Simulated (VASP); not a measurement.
# TaBi (CsCl type) (Pm-3m) in VASP: a series of runs

The runs below take TaBi (CsCl type) through single point, with LDA, PBEsol.

Everything below comes from runs of VASP 6.6.1. Logs are shortened: lines on timing, memory, paths and dates and some standing lists are left out, and cuts for length are marked.

### Step 1. The cell of the first run

It takes space group Pm-3m (No. 221, cubic). The conventional cell has a = 2.902 Å, b = 2.902 Å, c = 2.902 Å, α = 90.00°, β = 90.00°, γ = 90.00°. Ta (site symmetry m-3m) has 8 Bi at 2.51 Å and 6 Ta at 2.90 Å within 3.3 Å. Bi (site symmetry m-3m) has 8 Ta at 2.51 Å and 6 Bi at 2.90 Å within 3.3 Å.

### Step 2. Single point, LDA (volume scaled by 0.6)

The input, INCAR:

```
ALGO     = Normal         # electronic algorithm
EDIFF    = 1E-6           # SCF threshold, eV
ENCUT    = 520            # plane-wave cutoff, eV
ISIF     = 2              # what is computed and relaxed
ISMEAR   = -1             # smearing method
LASPH    = True           # aspherical terms in the spheres
LCHARG   = False          # write CHGCAR
LREAL    = False          # projectors in reciprocal space
LWAVE    = False          # write WAVECAR
NBANDS   = 20             # bands
NELM     = 100            # most SCF steps
PREC     = Accurate       # precision mode
SIGMA    = 0.05           # smearing width, eV
```

The input, KPOINTS:

```
k-points
0
Gamma
  11 11 11
```

The input, POSCAR:

```
TaBi
1.0
    2.9022477710      0.0000000000      0.0000000000
    0.0000000000      2.9022477710      0.0000000000
    0.0000000000      0.0000000000      2.9022477710
Ta Bi
1 1
Direct
    0.0000000000      0.0000000000      0.0000000000
    0.5000000000      0.5000000000      0.5000000000
```

Potentials or basis: VASP PAW LDA potentials, release 64 (Ta_pv, Bi_d).

Started as:

```console
cat potpaw_LDA.64/Ta_pv/POTCAR potpaw_LDA.64/Bi_d/POTCAR > POTCAR
mpirun -np 1 vasp_std > vasp.out
```

OUTCAR:

```text
EDIFF = 1E-6
   ENCUT = 520
   ISIF = 2
   ISMEAR = -1
   LASPH = True
   LREAL = False
   NELM = 100
   PREC = Accurate

 ion  position               nearest neighbor table
   1  0.000  0.000  0.000-   2 2.51   2 2.51   2 2.51   2 2.51   2 2.51   2 2.51   2 2.51   2 2.51

   2  0.500  0.500  0.500-   1 2.51   1 2.51   1 2.51   1 2.51   1 2.51   1 2.51   1 2.51   1 2.51

  LATTYP: Found a simple cubic cell.
 ALAT       =     2.9022477710

  Lattice vectors:

 A1 = (   2.9022477710,   0.0000000000,   0.0000000000)
 A2 = (   0.0000000000,   2.9022477710,   0.0000000000)
 A3 = (   0.0000000000,   0.0000000000,   2.9022477710)

Analysis of symmetry for initial positions (statically):
=====================================================================
 Subroutine PRICEL returns:
 Original cell was already a primitive cell.

 Routine SETGRP: Setting up the symmetry group for a
 simple cubic supercell.

 Subroutine GETGRP returns: Found 48 space group operations
 (whereof 48 operations were pure point group operations)
 out of a pool of 48 trial point group operations.

The static configuration has the point symmetry O_h .

Analysis of symmetry for dynamics (positions and initial velocities):
=====================================================================
 Subroutine PRICEL returns:
 Original cell was already a primitive cell.

 Routine SETGRP: Setting up the symmetry group for a
 simple cubic supercell.

 Subroutine GETGRP returns: Found 48 space group operations
 (whereof 48 operations were pure point group operations)
 out of a pool of 48 trial point group operations.

The dynamic configuration has the point symmetry O_h .

 Subroutine INISYM returns: Found 48 space group operations
 (whereof 48 operations are pure point group operations),
 and found     1 'primitive' translations

----------------------------------------------------------------------------------------

                                     Primitive cell

  volume of cell :      24.4458

  direct lattice vectors                    reciprocal lattice vectors
     2.902247771  0.000000000  0.000000000     0.344560520  0.000000000  0.000000000
     0.000000000  2.902247771  0.000000000     0.000000000  0.344560520  0.000000000
     0.000000000  0.000000000  2.902247771     0.000000000  0.000000000  0.344560520

  length of vectors
     2.902247771  2.902247771  2.902247771     0.344560520  0.344560520  0.344560520

  position of ions in fractional coordinates (direct lattice)
     0.000000000  0.000000000  0.000000000
     0.500000000  0.500000000  0.500000000

  ion indices of the primitive-cell ions
   primitive index   ion index
                 1           1
                 2           2

----------------------------------------------------------------------------------------

 KPOINTS: k-points

Automatic generation of k-mesh.
 Grid dimensions read from file:
 generate k-points for:   11   11   11

 Generating k-lattice:

  Cartesian coordinates                     Fractional coordinates (reciprocal lattice)
     0.031323684  0.000000000  0.000000000     0.090909091  0.000000000  0.000000000
     0.000000000  0.031323684  0.000000000     0.000000000  0.090909091  0.000000000
     0.000000000  0.000000000  0.031323684     0.000000000  0.000000000  0.090909091

  Length of vectors
     0.031323684  0.031323684  0.031323684

  Shift w.r.t. Gamma in fractional coordinates (k-lattice)
     0.000000000  0.000000000  0.000000000

 Subroutine IBZKPT returns following result:
 ===========================================

 Found     56 irreducible k-points:

 Following reciprocal coordinates:
            Coordinates               Weight
  0.000000  0.000000  0.000000      1.000000
  0.090909  0.000000  0.000000      6.000000
  0.181818  0.000000  0.000000      6.000000
  0.272727  0.000000  0.000000      6.000000
  0.363636  0.000000  0.000000      6.000000
  0.454545  0.000000  0.000000      6.000000
[... 16 lines left out ...]
  0.181818  0.090909  0.090909     24.000000
  0.272727  0.090909  0.090909     24.000000
 [... further k-points ...]
   k-points           NKPTS =     56   k-points in BZ     NKDIM =     56   number of bands    NBANDS=     20
   number of dos      NEDOS =    301   number of ions     NIONS =      2
   total plane-waves  NPLWV =  13824
   dimension x,y,z NGX =    24 NGY =   24 NGZ =   24
   dimension x,y,z NGXF=    48 NGYF=   48 NGZF=   48
   ions per type =               1   1
   NGX,Y,Z   is equivalent  to a cutoff of  13.75, 13.75, 13.75 a.u.
   NGXF,Y,Z  is equivalent  to a cutoff of  27.50, 27.50, 27.50 a.u.
 SYSTEM =  unknown system
   PREC   = accura    normal or accurate (medium, high low for compatibility)
   ISTART =      0    job   : 0-new  1-cont  2-samecut
   ICHARG =      2    charge: 1-file 2-atom 10-const
   ISPIN  =      1    spin polarized calculation?
   LNONCOLLINEAR =      F non collinear calculations
   LSORBIT =      F    spin-orbit coupling
   LASPH  =      T    aspherical Exc in radial PAW
   ENCUT  =  520.0 eV  38.22 Ry    6.18 a.u.   5.40  5.40  5.40*2*pi/ulx,y,z
   NELM   =    100;   NELMIN=  2; NELMDL= -5     # of ELM steps
   EDIFF  = 0.1E-05   stopping-criterion for ELM
   LREAL  =      F    real-space projection
   EDIFFG = 0.1E-04   stopping-criterion for IOM
   NSW    =      0    number of steps for IOM
   IBRION =     -1    ionic relax: 0-MD 1-quasi-New 2-CG
   NFREE  =      0    steps in history (QN), initial steepest desc. (CG)
   ISIF   =      2    stress and relaxation
   ISYM   =      2    0-nonsym 1-usesym 2-fastsym
   POTIM  = 0.5000    time-step for ionic-motion
   TEBEG  =    0.0;   TEEND  =   0.0 temperature during run
   PSTRESS=    0.0 pullay stress
   NELECT =      26.0000    total number of electrons
   NUPDOWN=      -1.0000    fix difference up-down
   EMIN   =  10.00;   EMAX   =-10.00  energy-range for DOS
   EFERMI =   0.00;   METHOD = LEGACY
   ISMEAR =    -1;   SIGMA  =   0.05  broadening in eV -4-tet -1-fermi 0-gaus
   EFERMI_NEDOS =   21; number of points for ismear=-14 and -15
   IALGO  =     38    algorithm
   IMIX   =      4    mixing-type and parameters
     AMIX     =   0.40;   BMIX     =  1.00
     AMIX_MAG =   1.60;   BMIX_MAG =  1.00
  volume/ion in A,a.u.               =      12.22        82.48
  Fermi-wavevector in a.u.,A,eV,Ry     =   1.671083  3.157890 37.994538  2.792520
  Thomas-Fermi vector in A             =   2.756468
   LORBIT       =      0    0 simple, 1 ext, 2 COOP (PROOUT), +10 PAW based schemes
   GGA     = CA    functional components
   LHFCALC =     F    Hartree Fock is set to
   AEXX    =    0.0000 exact exchange contribution
   IVDW    =     0    specifies the selected vdW correction
   LEPSILON=     F    determine dielectric tensor
   LRPA    =     F    only Hartree local field effects (RPA)
 non-spin polarized calculation
  energy-cutoff  :      520.00
  volume of cell :       24.45
 maximum number of plane-waves:       691
 NGX is ok and might be reduce to    24
   NGX = 11   NGY = 11   NGZ = 11

 number of electron      26.0000001 magnetization

 Free energy of the ion-electron system (eV)
  ---------------------------------------------------
  ext. energy  EPLUGINS =         0.00000000
  ---------------------------------------------------
  free energy    TOTEN  =        -8.69062815 eV

  energy without entropy =       -8.68101260  energy(sigma->0) =       -8.68582037

 E-fermi :  18.0539     XC(G=0): -15.3452

 val. band max:       18.0381008127   @ k =   0.1818   0.1818   0.0909
 cond. band min:      18.0772539463   @ k =   0.4545   0.4545   0.1818
 fundamental gap:      0.0391531336
 Fermi energy:        18.0538591185

 k-point     1 :       0.0000    0.0000    0.0000
  band No.  band energies     occupation
      1     -16.1961      2.00000
      2     -16.1961      2.00000
      3     -16.1961      2.00000
      4      -7.4498      2.00000
      5      -7.4498      2.00000
      6      -6.5055      2.00000
[... 12 lines left out ...]
     19      29.6582      0.00000
     20      29.6582      0.00000

 k-point     2 :       0.0909    0.0000    0.0000
  band No.  band energies     occupation
      1     -16.3018      2.00000
      2     -16.1978      2.00000
      3     -16.1978      2.00000
      4      -7.4389      2.00000
      5      -7.3702      2.00000
      6      -6.5017      2.00000
[... 12 lines left out ...]
     19      29.5044      0.00000
     20      30.1359      0.00000

 k-point     3 :       0.1818    0.0000    0.0000
  band No.  band energies     occupation
      1     -16.5746      2.00000
      2     -16.2025      2.00000
      3     -16.2025      2.00000
      4      -7.4096      2.00000
      5      -7.1554      2.00000
      6      -6.4907      2.00000
[... 12 lines left out ...]
     19      30.3692      0.00000
     20      31.4976      0.00000

 k-point     4 :       0.2727    0.0000    0.0000
  band No.  band energies     occupation
      1     -16.9107      2.00000
      2     -16.2087      2.00000
      3     -16.2087      2.00000
      4      -7.3710      2.00000
      5      -6.8708      2.00000
      6      -6.4750      2.00000
[... 12 lines left out ...]
     19      29.9649      0.00000
     20      31.7630      0.00000

 k-point     5 :       0.3636    0.0000    0.0000
  band No.  band energies     occupation
      1     -17.2016      2.00000
      2     -16.2147      2.00000
      3     -16.2147      2.00000
      4      -7.3350      2.00000
      5      -6.6058      2.00000
      6      -6.4592      2.00000
[... 12 lines left out ...]
     19      29.3241      0.00000
     20      31.7652      0.00000
[... 353 lines left out ...]
      6      -6.8457      2.00000
[... 12 lines left out ...]
     19      27.1346      0.00000
     20      28.0748      0.00000

 k-point    22 :       0.0909    0.0909    0.0909
  band No.  band energies     occupation
      1     -16.3457      2.00000
      2     -16.2743      2.00000
      3     -16.2743      2.00000
      4      -7.3179      2.00000
      5      -7.3179      2.00000
      6      -6.5274      2.00000
[... 12 lines left out ...]
     19      29.5171      0.00000
     20      30.0820      0.00000

 k-point    23 :       0.1818    0.0909    0.0909
  band No.  band energies     occupation
      1     -16.5687      2.00000
      2     -16.2937      2.00000
      3     -16.2787      2.00000
      4      -7.2961      2.00000
      5      -7.1088      2.00000
      6      -6.5690      2.00000
[... 12 lines left out ...]
     19      30.1710      0.00000
     20      31.1693      0.00000

 k-point    24 :       0.2727    0.0909    0.0909
  band No.  band energies     occupation
      1     -16.8840      2.00000
      2     -16.2847      2.00000
      3     -16.2783      2.00000
      4      -7.2670      2.00000
      5      -6.8329      2.00000
      6      -6.6033      2.00000
[... 12 lines left out ...]
     19      30.2637      0.00000
     20      31.7524      0.00000

 [... further k-points ...]
[... 5 lines left out ...]
  --------------------------------------------------------------------------------------
  -------------------------------------------------------------------------------------
  Total       36.8696932     36.8696932     36.8696932     -0.0000000     -0.0000000      0.0000000
  in kB     2416.4435134   2416.4435134   2416.4435134     -0.0000000     -0.0000000      0.0000000
  external PRESSURE =    2416.4435134 kB  Pullay stress =       0.0000000 kB

 VOLUME and BASIS-vectors are now :
 -----------------------------------------------------------------------------
  energy-cutoff  :      520.00
  volume of cell :       24.45
      direct lattice vectors                 reciprocal lattice vectors
     2.902247771  0.000000000  0.000000000     0.344560520  0.000000000  0.000000000
     0.000000000  2.902247771  0.000000000     0.000000000  0.344560520  0.000000000
     0.000000000  0.000000000  2.902247771     0.000000000  0.000000000  0.344560520

 POSITION                                       TOTAL-FORCE (eV/Angst)
 -----------------------------------------------------------------------------------
      0.00000      0.00000      0.00000         0.000000      0.000000      0.000000
      1.45112      1.45112      1.45112         0.000000      0.000000      0.000000
 -----------------------------------------------------------------------------------
    total drift:                                0.000000      0.000000     -0.000000

  FREE ENERGIE OF THE ION-ELECTRON SYSTEM (eV)
  ---------------------------------------------------
  free  energy   TOTEN  =        -8.6906281503 eV

  energy  without entropy=       -8.6810125988  energy(sigma->0) =       -8.68582037
```

Wall time 7.5 s (1 thread of Intel Xeon 6975P-C (Granite Rapids), shared host); peak memory 0.15 GiB.

What came out:

```yaml
Free_energy: -8.6906 eV
Pressure: 241.6 GPa
Band_gap_on_the_k_mesh: zero (band 13 reaches 22.13 eV, above the bottom of band 14 at 16.48 eV)
```

Caveat: spin-orbit coupling is left out, which moves the levels of the heavy elements.

### Step 3. Single point, LDA (volume scaled by 0.68)

The input, INCAR:

```
SYSTEM = TaBi
PREC = Accurate
ENCUT = 520
EDIFF = 1E-7
ISMEAR = -1
SIGMA = 0.05
LREAL = .FALSE.
LASPH = .TRUE.
NELM = 80
ALGO = Normal
ISIF = 2
LWAVE = .FALSE.
LCHARG = .FALSE.
GGA = CA
NBANDS = 20
```

The input, KPOINTS:

```
regular mesh
0
G
  11 11 11
  0 0 0
```

The input, POSCAR:

```
TaBi
1.0
    3.0258939783      0.0000000000      0.0000000000
    0.0000000000      3.0258939783      0.0000000000
    0.0000000000      0.0000000000      3.0258939783
Ta Bi
1 1
Direct
    0.0000000000      0.0000000000      0.0000000000
    0.5000000000      0.5000000000      0.5000000000
```

Potentials or basis: VASP PAW LDA potentials, release 64 (Ta_pv, Bi_d).

Started as:

```console
cat potpaw_LDA.64/Ta_pv/POTCAR potpaw_LDA.64/Bi_d/POTCAR > POTCAR
mpirun -np 1 vasp_std > vasp.out
```

Run time: 7.3 s. Hardware: 1 thread of Intel Xeon 6975P-C (Granite Rapids), shared host; peak memory 0.14 GiB.

It converged, with:

| Item | Value |
| --- | --- |
| Free energy | -12.4662 eV |
| Pressure | 138.2 GPa |
| Band gap on the k mesh | zero (band 13 reaches 19.01 eV, above the bottom of band 14 at 14.44 eV) |

Levels at points of the mesh, in eV from the Fermi level:
```csv
k point,band 10,band 11,band 12,band 13,band 14,band 15,band 16,band 17
"(0.00, 0.00, 0.00)",-4.02,-4.02,1.41,1.41,1.41,2.35,2.35,2.35
```

Caveat: spin-orbit coupling is left out, which moves the levels of the heavy elements.

### Step 4. Single point, LDA (volume scaled by 0.68)

The input, INCAR:

```
SYSTEM = TaBi
PREC = Accurate
ENCUT = 520
EDIFF = 1E-6
ISMEAR = -1
SIGMA = 0.05
LREAL = .FALSE.
LASPH = .TRUE.
NELM = 80
ALGO = Normal
ISIF = 2
LWAVE = .FALSE.
LCHARG = .TRUE.
LELF = .TRUE.
LVHAR = .TRUE.
NBANDS = 20
```

The input, KPOINTS:

```
Automatic mesh
0
G
  11 11 11
  0 0 0
```

POSCAR is that of step 3.

Started as:

```console
cat potpaw_LDA.64/Ta_pv/POTCAR potpaw_LDA.64/Bi_d/POTCAR > POTCAR
mpirun -np 1 vasp_std > vasp.out
```

Run time: 7.6 s. Hardware: 1 thread of Intel Xeon 6975P-C (Granite Rapids), shared host; peak memory 0.15 GiB.

It converged, with:

- Free energy: -12.4662 eV
- Pressure: 138.2 GPa
- Band gap on the k mesh: zero (band 13 reaches 19.01 eV, above the bottom of band 14 at 14.44 eV)

Levels at points of the mesh, in eV from the Fermi level:
```tsv
k point	band 9	band 10	band 11	band 12	band 13	band 14	band 15	band 16	band 17	band 18
(0.00, 0.00, 0.00)	-17.90	-4.02	-4.02	1.41	1.41	1.41	2.35	2.35	2.35	8.27
```

Caveat: spin-orbit coupling is left out, which moves the levels of the heavy elements.

(Part 1 of 2 ends here.)
